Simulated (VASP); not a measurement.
Runs of VASP 6.6.1 on Ru. The structure is that of space group Fm-3m (No. 225), or close to it. The cells are those of the table. This isn't the form of Ru at room conditions, which is hcp.

```csv
task,cell,k mesh,cutoff (eV),gap on the mesh (eV),pressure (GPa),moment (μB)
single point,"a = 2.695 Å, angles 60.0°, 1 atom",14 × 14 × 14,520,none,-0.2,0.00
single point,"a = 2.799 Å, angles 60.0°, 1 atom",16 × 16 × 16,520,none,-26.4,0.00
single point,"a = 2.695 Å, angles 60.0°, 1 atom",16 × 16 × 16,520,none,-0.6,0.00
single point,"a = 2.765 Å, angles 60.0°, 1 atom",16 × 16 × 16,520,none,(a),0.00
relaxation of cell and atoms,"relaxed from a = 2.676 Å, angles 60.0°, 1 atom",14 × 14 × 14,600,none,-0.1,0.00
```

Alike in all rows: level PBE; potentials or basis VASP PAW PBE potentials, release 64 (Ru_pv); spin collinear, ferromagnetic start; smearing fermi-dirac 0.05 eV.

Question: Fill in the values left out.

Answer: (a) -19.7.

Caveats: the cell stands under tension (at least some runs).

A k mesh can miss the band edges, and the runs leave out spin-orbit coupling on Ru.

A gap of «none» marks levels without a gap at the run's occupations.
